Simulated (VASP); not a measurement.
# Zn (P6_3/mmc) in VASP: a series of runs

The runs below take Zn through electric field gradients, with PBE.

All numbers are computed with VASP 6.6.1; they aren't measurements. Logs are shortened: lines on timing, memory, paths and dates and some standing lists are left out, and cuts for length are marked.

### 1 The cell of the first run

Symmetry: P6_3/mmc, No. 194, hexagonal system. Conventional cell: a = 2.708 Å, b = 2.708 Å, c = 5.028 Å, α = 90.00°, β = 90.00°, γ = 120.00°. Zn (site symmetry -6m2) has 12 Zn at 2.71 to 2.96 Å within 3.6 Å.

### 2 Electric field gradients, PBE (volume scaled by 1.05)

INCAR

```
SYSTEM = Zn
ALGO     = Normal         ! electronic algorithm
EDIFF    = 1E-8           ! SCF threshold, eV
ENCUT    = 520            ! plane-wave cutoff, eV
GGA      = PE             ! functional
ISIF     = 2              ! what is computed and relaxed
ISMEAR   = -1             ! smearing method
LASPH    = .TRUE.         ! aspherical terms in the spheres
LCHARG   = .FALSE.        ! write CHGCAR
LEFG     = .TRUE.       
LREAL    = .FALSE.        ! projectors in reciprocal space
LWAVE    = .FALSE.        ! write WAVECAR
NBANDS   = 19             ! bands
NELM     = 60             ! most SCF steps
PREC     = Accurate       ! precision mode
SIGMA    = 0.03           ! smearing width, eV
```

KPOINTS

```
k-points
0
G
  18 18 8
  0 0 0
```

POSCAR

```
Zn
1.0
    2.7084910329      0.0000000000      0.0000000000
   -1.3542455165      2.3456220404      0.0000000000
    0.0000000000      0.0000000000      5.0278078583
Zn
2
Direct
    0.3333333333      0.6666666667      0.2500000000
    0.6666666667      0.3333333333      0.7500000000
```

Potentials or basis: VASP PAW PBE potentials, release 64 (Zn).

Launch:

```bash
$ cat potpaw_PBE.64/Zn/POTCAR > POTCAR
$ mpirun -np 1 vasp_std > vasp.out
```

OUTCAR:

```text
SYSTEM = Zn
   EDIFF = 1E-8
   ENCUT = 520
   GGA = PE
   ISIF = 2
   ISMEAR = -1
   LASPH = .TRUE.
   LREAL = .FALSE.
   NELM = 60
   PREC = Accurate

 ion  position               nearest neighbor table
   1  0.333  0.667  0.250-   2 2.96   2 2.96   2 2.96   2 2.96   2 2.96   2 2.96
   2  0.667  0.333  0.750-   1 2.96   1 2.96   1 2.96   1 2.96   1 2.96   1 2.96

  LATTYP: Found a hexagonal cell.
 ALAT       =     2.7084910329
 C/A-ratio  =     1.8563132745

  Lattice vectors:

 A1 = (   2.7084910329,   0.0000000000,   0.0000000000)
 A2 = (  -1.3542455165,   2.3456220404,   0.0000000000)
 A3 = (   0.0000000000,   0.0000000000,   5.0278078583)

Analysis of symmetry for initial positions (statically):
=====================================================================
 Subroutine PRICEL returns:
 Original cell was already a primitive cell.

 Routine SETGRP: Setting up the symmetry group for a
 hexagonal supercell.

 Subroutine GETGRP returns: Found 24 space group operations
 (whereof 12 operations were pure point group operations)
 out of a pool of 24 trial point group operations.

The static configuration has the point symmetry D_3d.
 The point group associated with its full space group is D_6h.

Analysis of symmetry for dynamics (positions and initial velocities):
=====================================================================
 Subroutine PRICEL returns:
 Original cell was already a primitive cell.

 Routine SETGRP: Setting up the symmetry group for a
 hexagonal supercell.

 Subroutine GETGRP returns: Found 24 space group operations
 (whereof 12 operations were pure point group operations)
 out of a pool of 24 trial point group operations.

The dynamic configuration has the point symmetry D_3d.
 The point group associated with its full space group is D_6h.

 Subroutine INISYM returns: Found 24 space group operations
 (whereof 12 operations are pure point group operations),
 and found     1 'primitive' translations

----------------------------------------------------------------------------------------

                                     Primitive cell

  volume of cell :      31.9421

  direct lattice vectors                    reciprocal lattice vectors
     2.708491033  0.000000000  0.000000000     0.369209271  0.213163072  0.000000000
    -1.354245517  2.345622040  0.000000000     0.000000000  0.426326144  0.000000000
     0.000000000  0.000000000  5.027807858     0.000000000  0.000000000  0.198893838

  length of vectors
     2.708491033  2.708491033  5.027807858     0.426326144  0.426326144  0.198893838

  position of ions in fractional coordinates (direct lattice)
     0.333333333  0.666666667  0.250000000
     0.666666667  0.333333333  0.750000000

  ion indices of the primitive-cell ions
   primitive index   ion index
                 1           1
                 2           2

----------------------------------------------------------------------------------------

 KPOINTS: k-points

Automatic generation of k-mesh.
 Grid dimensions read from file:
 generate k-points for:   18   18    8

 Generating k-lattice:

  Cartesian coordinates                     Fractional coordinates (reciprocal lattice)
     0.020511626  0.011842393  0.000000000     0.055555556  0.000000000  0.000000000
     0.000000000  0.023684786  0.000000000     0.000000000  0.055555556  0.000000000
     0.000000000  0.000000000  0.024861730     0.000000000  0.000000000  0.125000000

  Length of vectors
     0.023684786  0.023684786  0.024861730

  Shift w.r.t. Gamma in fractional coordinates (k-lattice)
     0.000000000  0.000000000  0.000000000

 Subroutine IBZKPT returns following result:
 ===========================================

 Found    185 irreducible k-points:

 Following reciprocal coordinates:
            Coordinates               Weight
  0.000000  0.000000  0.000000      1.000000
  0.055556 -0.000000  0.000000      6.000000
  0.111111 -0.000000  0.000000      6.000000
  0.166667 -0.000000  0.000000      6.000000
  0.222222 -0.000000  0.000000      6.000000
  0.277778  0.000000  0.000000      6.000000
[... 16 lines left out ...]
  0.333333  0.111111  0.000000     12.000000
  0.388889  0.111111  0.000000     12.000000
 [... further k-points ...]
   k-points           NKPTS =    185   k-points in BZ     NKDIM =    185   number of bands    NBANDS=     19
   number of dos      NEDOS =    301   number of ions     NIONS =      2
   total plane-waves  NPLWV =  16000
   dimension x,y,z NGX =    20 NGY =   20 NGZ =   40
   dimension x,y,z NGXF=    40 NGYF=   40 NGZF=   80
   ions per type =               2
   NGX,Y,Z   is equivalent  to a cutoff of  12.28, 12.28, 13.23 a.u.
   NGXF,Y,Z  is equivalent  to a cutoff of  24.55, 24.55, 26.45 a.u.
 SYSTEM =  Zn
   PREC   = accura    normal or accurate (medium, high low for compatibility)
   ISTART =      0    job   : 0-new  1-cont  2-samecut
   ICHARG =      2    charge: 1-file 2-atom 10-const
   ISPIN  =      1    spin polarized calculation?
   LNONCOLLINEAR =      F non collinear calculations
   LSORBIT =      F    spin-orbit coupling
   LASPH  =      T    aspherical Exc in radial PAW
   ENCUT  =  520.0 eV  38.22 Ry    6.18 a.u.   5.04  5.04  9.35*2*pi/ulx,y,z
   NELM   =     60;   NELMIN=  2; NELMDL= -5     # of ELM steps
   EDIFF  = 0.1E-07   stopping-criterion for ELM
   LREAL  =      F    real-space projection
   EDIFFG = 0.1E-06   stopping-criterion for IOM
   NSW    =      0    number of steps for IOM
   IBRION =     -1    ionic relax: 0-MD 1-quasi-New 2-CG
   NFREE  =      0    steps in history (QN), initial steepest desc. (CG)
   ISIF   =      2    stress and relaxation
   ISYM   =      2    0-nonsym 1-usesym 2-fastsym
   POTIM  = 0.5000    time-step for ionic-motion
   TEBEG  =    0.0;   TEEND  =   0.0 temperature during run
   PSTRESS=    0.0 pullay stress
   NELECT =      24.0000    total number of electrons
   NUPDOWN=      -1.0000    fix difference up-down
   EMIN   =  10.00;   EMAX   =-10.00  energy-range for DOS
   EFERMI =   0.00;   METHOD = LEGACY
   ISMEAR =    -1;   SIGMA  =   0.03  broadening in eV -4-tet -1-fermi 0-gaus
   EFERMI_NEDOS =   21; number of points for ismear=-14 and -15
   IALGO  =     38    algorithm
   IMIX   =      4    mixing-type and parameters
     AMIX     =   0.40;   BMIX     =  1.00
     AMIX_MAG =   1.60;   BMIX_MAG =  1.00
  volume/ion in A,a.u.               =      15.97       107.78
  Fermi-wavevector in a.u.,A,eV,Ry     =   1.488300  2.812480 30.137415  2.215038
  Thomas-Fermi vector in A             =   2.601352
   LORBIT       =      0    0 simple, 1 ext, 2 COOP (PROOUT), +10 PAW based schemes
   GGA     = PE    functional components
   LHFCALC =     F    Hartree Fock is set to
   AEXX    =    0.0000 exact exchange contribution
   IVDW    =     0    specifies the selected vdW correction
   LEPSILON=     F    determine dielectric tensor
   LRPA    =     F    only Hartree local field effects (RPA)
 non-spin polarized calculation
  energy-cutoff  :      520.00
  volume of cell :       31.94
 maximum number of plane-waves:       894
   NGX = 11   NGY = 11   NGZ = 19

 number of electron      23.9999992 magnetization

 Free energy of the ion-electron system (eV)
  ---------------------------------------------------
  ext. energy  EPLUGINS =         0.00000000
  ---------------------------------------------------
  free energy    TOTEN  =        -2.19974083 eV

  energy without entropy =       -2.19817991  energy(sigma->0) =       -2.19896037

 E-fermi :   2.9076     XC(G=0): -11.2992

 val. band max:        2.9074425890   @ k =   0.4444   0.0556   0.3750
 cond. band min:       2.9628271132   @ k =   0.3333   0.3333   0.0000
 fundamental gap:      0.0553845242
 Fermi energy:         2.9076440266

 k-point     1 :       0.0000    0.0000    0.0000
  band No.  band energies     occupation
      1      -7.2479      2.00000
      2      -5.6195      2.00000
      3      -4.9974      2.00000
      4      -4.7900      2.00000
      5      -4.7900      2.00000
      6      -4.7449      2.00000
[... 11 lines left out ...]
     18      21.2023      0.00000
     19      21.2023      0.00000

 k-point     2 :       0.0556   -0.0000    0.0000
  band No.  band energies     occupation
      1      -7.1592      2.00000
      2      -5.5828      2.00000
      3      -4.9888      2.00000
      4      -4.7981      2.00000
      5      -4.7702      2.00000
      6      -4.7539      2.00000
[... 11 lines left out ...]
     18      20.5091      0.00000
     19      21.9546      0.00000

 k-point     3 :       0.1111   -0.0000    0.0000
  band No.  band energies     occupation
      1      -6.8967      2.00000
      2      -5.4829      2.00000
      3      -4.9693      2.00000
      4      -4.8161      2.00000
      5      -4.7718      2.00000
      6      -4.7129      2.00000
[... 11 lines left out ...]
     18      19.9053      0.00000
     19      21.1759      0.00000

 k-point     4 :       0.1667   -0.0000    0.0000
  band No.  band energies     occupation
      1      -6.4750      2.00000
      2      -5.3552      2.00000
      3      -4.9529      2.00000
      4      -4.8388      2.00000
      5      -4.7527      2.00000
      6      -4.6522      2.00000
[... 11 lines left out ...]
     18      18.6467      0.00000
     19      19.6408      0.00000

 k-point     5 :       0.2222   -0.0000    0.0000
  band No.  band energies     occupation
      1      -5.9481      2.00000
      2      -5.2710      2.00000
      3      -4.9149      2.00000
      4      -4.8407      2.00000
      5      -4.8092      2.00000
      6      -4.6416      2.00000
[... 11 lines left out ...]
     18      17.9865      0.00000
     19      18.3336      0.00000
[... 334 lines left out ...]
      2      -5.1833      2.00000
      3      -4.9653      2.00000
      4      -4.8791      2.00000
      5      -4.8178      2.00000
      6      -4.7033      2.00000
[... 11 lines left out ...]
     18      16.6355      0.00000
     19      17.8392      0.00000

 k-point    22 :       0.2778    0.1111    0.0000
  band No.  band energies     occupation
      1      -5.2662      2.00000
      2      -5.2074      2.00000
      3      -5.0673      2.00000
      4      -4.7667      2.00000
      5      -4.7421      2.00000
      6      -4.6703      2.00000
[... 11 lines left out ...]
     18      16.0057      0.00000
     19      17.3650      0.00000

 k-point    23 :       0.3333    0.1111    0.0000
  band No.  band energies     occupation
      1      -5.3151      2.00000
      2      -5.2317      2.00000
      3      -5.1410      2.00000
      4      -4.7686      2.00000
      5      -4.6962      2.00000
      6      -4.6452      2.00000
[... 11 lines left out ...]
     18      15.5395      0.00000
     19      16.9946      0.00000

 k-point    24 :       0.3889    0.1111    0.0000
  band No.  band energies     occupation
      1      -5.3525      2.00000
      2      -5.2568      2.00000
      3      -5.1851      2.00000
      4      -4.7824      2.00000
      5      -4.6794      2.00000
      6      -4.6522      2.00000
[... 11 lines left out ...]
     18      15.2530      0.00000
     19      16.7658      0.00000

 [... further k-points ...]
[... 5 lines left out ...]
  --------------------------------------------------------------------------------------
  -------------------------------------------------------------------------------------
  Total       -0.7452530     -0.7452530     -0.3706301      0.0000000      0.0000000      0.0000000
  in kB      -37.3809406    -37.3809406    -18.5903347      0.0000000      0.0000000      0.0000000
  external PRESSURE =     -31.1174053 kB  Pullay stress =       0.0000000 kB

 VOLUME and BASIS-vectors are now :
 -----------------------------------------------------------------------------
  energy-cutoff  :      520.00
  volume of cell :       31.94
      direct lattice vectors                 reciprocal lattice vectors
     2.708491033  0.000000000  0.000000000     0.369209271  0.213163072  0.000000000
    -1.354245517  2.345622040  0.000000000     0.000000000  0.426326144  0.000000000
     0.000000000  0.000000000  5.027807858     0.000000000  0.000000000  0.198893838

 POSITION                                       TOTAL-FORCE (eV/Angst)
 -----------------------------------------------------------------------------------
     -0.00000      1.56375      1.25695         0.000000      0.000000      0.000000
      1.35425      0.78187      3.77086        -0.000000     -0.000000      0.000000
 -----------------------------------------------------------------------------------
    total drift:                                0.000000     -0.000000      0.000000

  FREE ENERGIE OF THE ION-ELECTRON SYSTEM (eV)
  ---------------------------------------------------
  free  energy   TOTEN  =        -2.1997408341 eV

  energy  without entropy=       -2.1981799115  energy(sigma->0) =       -2.19896037

 Electric field gradients (V/A^2)
---------------------------------------------------------------------
 ion       V_xx      V_yy      V_zz      V_xy      V_xz      V_yz
---------------------------------------------------------------------
   1     -16.084   -16.075    32.159     0.008     0.000    -0.000
   2     -16.084   -16.075    32.159     0.008    -0.000     0.000
---------------------------------------------------------------------

 Electric field gradients after diagonalization (V/A^2)
 (convention: |V_zz| > |V_xx| > |V_yy|)
----------------------------------------------------------------------
 ion       V_xx      V_yy      V_zz     asymmetry (V_yy - V_xx)/ V_zz
----------------------------------------------------------------------
   1     -16.088   -16.070    32.159       0.001
   2     -16.088   -16.070    32.159       0.001
----------------------------------------------------------------------

           NMR quadrupolar parameters

 Cq : quadrupolar parameter    Cq=e*Q*V_zz/h
 eta: asymmetry parameters     (V_yy - V_xx)/ V_zz
 Q  : nuclear electric quadrupole moment in mb (millibarn)
----------------------------------------------------------------------
 ion       Cq(MHz)       eta       Q (mb)
----------------------------------------------------------------------
   1       0.078       0.001       1.000
   2       0.078       0.001       1.000
----------------------------------------------------------------------
```

Wall time 45 s (1 thread of Intel Xeon 6975P-C (Granite Rapids), shared host); peak memory 0.21 GiB.

Results:

```
Free energy            : -2.1997 eV
Pressure               : -3.1 GPa
Band gap on the k mesh : zero (band 12 reaches 4.35 eV, above the bottom of band 13 at -0.30 eV)
```

Stress tensor (GPa, compression positive):
```
-3.74  0.00  0.00
 0.00 -3.74  0.00
 0.00  0.00 -1.86
```

Electric field gradients, principal values (V/Å²):
```
atom    least   middle  greatest (by size)
1 Zn  -16.070  -16.088              32.159
2 Zn  -16.070  -16.088              32.159
```

Caveat: without QUAD_EFG the Cq values of the log hold for a quadrupole moment of 1 mb, not for the nuclei.

[end of part 1 of 2]
